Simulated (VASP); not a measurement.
# Sb (R-3m) in VASP: relaxation of cell and atoms with PBE+D3(BJ)

Aim: the relaxation of cell and atoms of Sb with PBE+D3(BJ).

Everything below comes from runs of VASP 6.6.1. Logs are shortened: lines on timing, memory, paths and dates and some standing lists are left out, and cuts for length are marked.

## Step 1: The cell of the first run

The typed cell holds 2 atoms: a = 4.210 Å, b = 4.210 Å, c = 4.210 Å, α = 60.00°, β = 60.00°, γ = 60.00°.

## Step 2: Relaxation of cell and atoms, PBE+D3(BJ), target pressure 6.4 GPa, at which the enthalpy is minimised

File INCAR:

```
PREC     = Accurate       # precision mode
ENCUT    = 600            # plane-wave cutoff, eV
EDIFF    = 1E-6           # SCF threshold, eV
ISMEAR   = -1             # smearing method
SIGMA    = 0.1            # smearing width, eV
LREAL    = False          # projectors in reciprocal space
LASPH    = True           # aspherical terms in the spheres
NELM     = 100            # most SCF steps
ALGO     = Normal         # electronic algorithm
ISIF     = 3              # what is computed and relaxed
LWAVE    = False          # write WAVECAR
LCHARG   = False          # write CHGCAR
GGA      = PE             # functional
IVDW     = 12             # dispersion correction
IBRION   = 2              # ionic algorithm
NSW      = 80             # ionic steps
EDIFFG   = -0.002         # ionic threshold
PSTRESS  = 64.0
```

File KPOINTS:

```
regular mesh
0
Gamma
  12 12 12
```

File POSCAR:

```
Sb
1.0
    2.1049024749      1.2152660105      3.4372047141
   -2.1049024749      1.2152660105      3.4372047141
    0.0000000000     -2.4305320210      3.4372047141
Sb
2
Direct
    0.2498193933      0.2498193933      0.2498193933
    0.7501806067      0.7501806067      0.7501806067
```

Potentials or basis: VASP PAW PBE potentials, release 64 (Sb).

The run is started by

```
$ cat potpaw_PBE.64/Sb/POTCAR > POTCAR
$ mpirun -np 1 vasp_std > vasp.out
```

OUTCAR:

```text
PREC = Accurate
   ENCUT = 600
   EDIFF = 1E-6
   ISMEAR = -1
   LREAL = False
   LASPH = True
   NELM = 100
   ISIF = 3
   GGA = PE
   IVDW = 12
   IBRION = 2
   NSW = 80
   EDIFFG = -0.002
   PSTRESS = 64.0
 IVDW          = 12

 ion  position               nearest neighbor table
   1  0.250  0.250  0.250-   2 2.97   2 2.97   2 2.97   2 2.98   2 2.98   2 2.98
   2  0.750  0.750  0.750-   1 2.97   1 2.97   1 2.97   1 2.98   1 2.98   1 2.98

  LATTYP: Found a trigonal (rhomboedric) cell.
 ALAT       =     4.2097342139
 COS(alpha) =     0.4999831969

  Lattice vectors:

 A1 = (   2.1049024749,   1.2152660105,   3.4372047141)
 A2 = (  -2.1049024749,   1.2152660105,   3.4372047141)
 A3 = (   0.0000000000,  -2.4305320210,   3.4372047141)

Analysis of symmetry for initial positions (statically):
=====================================================================
 Subroutine PRICEL returns:
 Original cell was already a primitive cell.

 Routine SETGRP: Setting up the symmetry group for a
 trigonal (rhombohedral) supercell.

 Subroutine GETGRP returns: Found 12 space group operations
 (whereof 12 operations were pure point group operations)
 out of a pool of 12 trial point group operations.

The static configuration has the point symmetry D_3d.

Analysis of symmetry for dynamics (positions and initial velocities):
=====================================================================
 Subroutine PRICEL returns:
 Original cell was already a primitive cell.

 Routine SETGRP: Setting up the symmetry group for a
 trigonal (rhombohedral) supercell.

 Subroutine GETGRP returns: Found 12 space group operations
 (whereof 12 operations were pure point group operations)
 out of a pool of 12 trial point group operations.

The dynamic configuration has the point symmetry D_3d.

 Subroutine INISYM returns: Found 12 space group operations
 (whereof 12 operations are pure point group operations),
 and found     1 'primitive' translations

----------------------------------------------------------------------------------------

                                     Primitive cell

  volume of cell :      52.7546

  direct lattice vectors                    reciprocal lattice vectors
     2.104902475  1.215266010  3.437204714     0.237540697  0.137144185  0.096978028
    -2.104902475  1.215266010  3.437204714    -0.237540697  0.137144185  0.096978028
     0.000000000 -2.430532021  3.437204714     0.000000000 -0.274288370  0.096978028

  length of vectors
     4.209734214  4.209734214  4.209734214     0.290927565  0.290927565  0.290927565

  position of ions in fractional coordinates (direct lattice)
     0.249819393  0.249819393  0.249819393
     0.750180607  0.750180607  0.750180607

  ion indices of the primitive-cell ions
   primitive index   ion index
                 1           1
                 2           2

----------------------------------------------------------------------------------------

 KPOINTS: regular mesh

Automatic generation of k-mesh.
 Grid dimensions read from file:
 generate k-points for:   12   12   12

 Generating k-lattice:

  Cartesian coordinates                     Fractional coordinates (reciprocal lattice)
     0.019795058  0.011428682  0.008081502     0.083333333 -0.000000000  0.000000000
    -0.019795058  0.011428682  0.008081502    -0.000000000  0.083333333  0.000000000
     0.000000000 -0.022857364  0.008081502     0.000000000  0.000000000  0.083333333

  Length of vectors
     0.024243964  0.024243964  0.024243964

  Shift w.r.t. Gamma in fractional coordinates (k-lattice)
     0.000000000  0.000000000  0.000000000

 Subroutine IBZKPT returns following result:
 ===========================================

 Found    189 irreducible k-points:

 Following reciprocal coordinates:
            Coordinates               Weight
  0.000000  0.000000  0.000000      1.000000
  0.083333  0.000000  0.000000      6.000000
  0.083333  0.083333  0.083333      2.000000
  0.166667  0.000000  0.000000      6.000000
  0.166667  0.166667  0.166667      2.000000
  0.250000  0.000000  0.000000      6.000000
[... 16 lines left out ...]
  0.333333  0.250000  0.333333      6.000000
  0.416667  0.083333  0.000000     12.000000
 [... further k-points ...]
   k-points           NKPTS =    189   k-points in BZ     NKDIM =    189   number of bands    NBANDS=      9
   number of dos      NEDOS =    301   number of ions     NIONS =      2
   total plane-waves  NPLWV =  46656
   dimension x,y,z NGX =    36 NGY =   36 NGZ =   36
   dimension x,y,z NGXF=    72 NGYF=   72 NGZF=   72
   ions per type =               2
   NGX,Y,Z   is equivalent  to a cutoff of  14.22, 14.22, 14.22 a.u.
   NGXF,Y,Z  is equivalent  to a cutoff of  28.43, 28.43, 28.43 a.u.
 SYSTEM =  unknown system
   PREC   = accura    normal or accurate (medium, high low for compatibility)
   ISTART =      0    job   : 0-new  1-cont  2-samecut
   ICHARG =      2    charge: 1-file 2-atom 10-const
   ISPIN  =      1    spin polarized calculation?
   LNONCOLLINEAR =      F non collinear calculations
   LSORBIT =      F    spin-orbit coupling
   LASPH  =      T    aspherical Exc in radial PAW
   ENCUT  =  600.0 eV  44.10 Ry    6.64 a.u.   8.41  8.41  8.41*2*pi/ulx,y,z
   NELM   =    100;   NELMIN=  2; NELMDL= -5     # of ELM steps
   EDIFF  = 0.1E-05   stopping-criterion for ELM
   LREAL  =      F    real-space projection
   EDIFFG = -.2E-02   stopping-criterion for IOM
   NSW    =     80    number of steps for IOM
   IBRION =      2    ionic relax: 0-MD 1-quasi-New 2-CG
   NFREE  =      1    steps in history (QN), initial steepest desc. (CG)
   ISIF   =      3    stress and relaxation
   ISYM   =      2    0-nonsym 1-usesym 2-fastsym
   POTIM  = 0.5000    time-step for ionic-motion
   TEBEG  =    0.0;   TEEND  =   0.0 temperature during run
   PSTRESS=   64.0 pullay stress
   NELECT =      10.0000    total number of electrons
   NUPDOWN=      -1.0000    fix difference up-down
   EMIN   =  10.00;   EMAX   =-10.00  energy-range for DOS
   EFERMI =   0.00;   METHOD = LEGACY
   ISMEAR =    -1;   SIGMA  =   0.10  broadening in eV -4-tet -1-fermi 0-gaus
   EFERMI_NEDOS =   21; number of points for ismear=-14 and -15
   IALGO  =     38    algorithm
   IMIX   =      4    mixing-type and parameters
     AMIX     =   0.40;   BMIX     =  1.00
     AMIX_MAG =   1.60;   BMIX_MAG =  1.00
  volume/ion in A,a.u.               =      26.38       178.00
  Fermi-wavevector in a.u.,A,eV,Ry     =   0.940419  1.777135 12.032834  0.884388
  Thomas-Fermi vector in A             =   2.067829
   LORBIT       =      0    0 simple, 1 ext, 2 COOP (PROOUT), +10 PAW based schemes
   GGA     = PE    functional components
   LHFCALC =     F    Hartree Fock is set to
   AEXX    =    0.0000 exact exchange contribution
   IVDW    =    12    specifies the selected vdW correction
   LEPSILON=     F    determine dielectric tensor
   LRPA    =     F    only Hartree local field effects (RPA)
 conjugate gradient relaxation of ions
 non-spin polarized calculation
  energy-cutoff  :      600.00
  volume of cell :       52.75
 maximum number of plane-waves:      1807
 NGX is ok and might be reduce to    36
   NGX = 17   NGY = 17   NGZ = 17

--------------------------------------- Ionic step        1  -------------------------------------------

 number of electron      10.0000000 magnetization

 Free energy of the ion-electron system (eV)
  ---------------------------------------------------
  ext. energy  EPLUGINS =         0.00000000
  ---------------------------------------------------
  free energy    TOTEN  =        -8.00192160 eV

  energy without entropy =       -7.97045604  energy(sigma->0) =       -7.98618882

------------------------ aborting loop because EDIFF is reached ----------------------------------------

 Edisp (eV)   -1.08565

 E8    (eV) :    -0.5060

  FORCE on cell =-STRESS in cart. coord.  units (eV):
  Direction    XX          YY          ZZ          XY          YZ          ZX
  --------------------------------------------------------------------------------------
  -------------------------------------------------------------------------------------
  Total       2.13918     2.13918     2.13936     0.00000     0.00000    -0.00000
  in kB      64.96791    64.96791    64.97319     0.00000     0.00000    -0.00000
  external pressure =        0.97 kB  Pullay stress =       64.00 kB
[... 65 lines left out ...]
  enthalpy is  TOTEN    =        -6.9802426994 eV   P V=        2.1121871652

--------------------------------------- Ionic step        3  -------------------------------------------

 number of electron      10.0000000 magnetization

 Free energy of the ion-electron system (eV)
  ---------------------------------------------------
  ext. energy  EPLUGINS =         0.00000000
  ---------------------------------------------------
  free energy    TOTEN  =        -8.00501862 eV

  energy without entropy =       -7.97355452  energy(sigma->0) =       -7.98928657

 E-fermi :   8.7877     XC(G=0): -10.1541

 val. band max:        8.7823487515   @ k =   0.2500   0.1667   0.0833
 cond. band min:       8.8573262465   @ k =   0.1667   0.5000  -0.1667
 fundamental gap:      0.0749774951
 Fermi energy:         8.7876687222

 k-point     1 :       0.0000    0.0000    0.0000
  band No.  band energies     occupation
      1      -4.6303      2.00000
      2       5.0267      2.00000
      3       6.8955      2.00000
      4       6.8955      2.00000
      5       6.8958      2.00000
      6      12.3418      0.00000
      7      12.3421      0.00000
      8      12.3421      0.00000
      9      13.4125      0.00000
[... 265 lines left out ...]
 k-point    24 :       0.4167    0.0833    0.0000
  band No.  band energies     occupation
      1      -2.7179      2.00000
      2      -0.1365      2.00000
      3       6.6780      2.00000
      4       7.2936      2.00000
      5       7.3121      2.00000
      6       9.8200      0.00007
      7       9.9325      0.00002
      8      10.4666      0.00000
      9      14.8009      0.00000

 [... further k-points ...]

------------------------ aborting loop because EDIFF is reached ----------------------------------------

 Edisp (eV)   -1.08459

 E8    (eV) :    -0.5055

  FORCE on cell =-STRESS in cart. coord.  units (eV):
  Direction    XX          YY          ZZ          XY          YZ          ZX
  --------------------------------------------------------------------------------------
  -------------------------------------------------------------------------------------
  Total       2.11230     2.11230     2.11247     0.00000     0.00000     0.00000
  in kB      64.08995    64.08995    64.09485     0.00000     0.00000     0.00000
  external pressure =        0.09 kB  Pullay stress =       64.00 kB
[... 17 lines left out ...]
  FREE ENERGIE OF THE ION-ELECTRON SYSTEM (eV)
  ---------------------------------------------------
  free  energy   TOTEN  =        -9.0896080058 eV

  energy  without entropy=       -9.0581439102  energy(sigma->0) =       -9.07387596

  enthalpy is  TOTEN    =        -6.9802685778 eV   P V=        2.1093394281

 reached required accuracy - stopping structural energy minimisation
```

Wall time 91 s (1 thread of AMD EPYC 9R45 (Zen 5), shared host); peak memory 0.26 GiB.

What came out:

```
Free energy                                            : -9.0896 eV
Relaxed volume                                         : 26.40 Å³/atom
Relaxed cell                                           : a = 4.211 Å, b = 4.211 Å, c = 4.211 Å, α = 60.00°, β = 60.00°, γ = 60.00°
Space group after relaxing (to 0.05 Å)                 : Pm-3m (No. 221)
Energy change on relaxing (the enthalpy is what falls) : -1.0 meV/atom
Ionic steps                                            : 3
Pressure after relaxing                                : 6.4 GPa
Band gap on the k mesh                                 : zero (band 5 reaches 9.06 eV, above the bottom of band 6 at 8.04 eV)
Dispersion energy per atom                             : -0.542 eV
```

The path:
```tsv
step	energy change (eV)	largest force (eV/Å)	pressure (GPa)	volume (Å³)
1	0.0000	0.0010	6.50	52.75
2	-0.0049	0.0008	6.29	52.88
3	-0.0020	0.0009	6.41	52.81
```

Final structure:
```cif
data_structure
_symmetry_space_group_name_H-M 'P 1'
_symmetry_Int_Tables_number 1
_cell_length_a 4.2111
_cell_length_b 4.2111
_cell_length_c 4.2111
_cell_angle_alpha 60.001
_cell_angle_beta 60.001
_cell_angle_gamma 60.001
_cell_volume 52.81
loop_
_atom_site_label
_atom_site_type_symbol
_atom_site_fract_x
_atom_site_fract_y
_atom_site_fract_z
_atom_site_occupancy
Sb1 Sb 0.24982 0.24982 0.24982 1
Sb2 Sb 0.75018 0.75018 0.75018 1
```

Caveat: the cell is relaxed towards a set pressure, so the enthalpy falls and the energy may rise; spin-orbit coupling is left out, which moves the levels of the heavy elements; pairwise dispersion overbinds metals, which lowers pressure and volume.
